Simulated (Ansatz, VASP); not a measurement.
**CaO: VASP beside Ansatz**

```
CELL_PARAMETERS angstrom
0.00000 2.40650 2.40650
2.40650 0.00000 2.40650
2.40650 2.40650 0.00000
ATOMIC_POSITIONS crystal
Ca 0.00000 0.00000 0.00000
O 0.50000 0.50000 0.50000
```

Alike in both runs: task relaxation of cell and atoms; functional PBEsol; k mesh 12 × 12 × 12; occupations fermi-dirac, width 0.08 eV; no spin polarisation.

|  | VASP | Ansatz |
| --- | --- | --- |
| version | VASP 6.6.1 | Ansatz 0.2.0 |
| potentials or method | VASP PAW PBE potentials, release 64 (Ca_sv, O) | PAW with Ansatz's default frozen-core files, scalar-relativistic |
| plane-wave cutoff (eV) | 600 | 420 |
| valence electrons in the cell | 16 | 16 |

```csv
,VASP,Ansatz,Ansatz less VASP
"gap on the k mesh at the Fermi level, each at its own relaxed structure (eV)",3.53,3.54,+0.018
relaxed volume (Å³/atom),13.61,13.54,-0.064
relaxed length of the cell vector where the two differ most in proportion (Å),3.376,3.371,-0.0053
```

VASP's potentials were made for PBE, not for PBEsol.
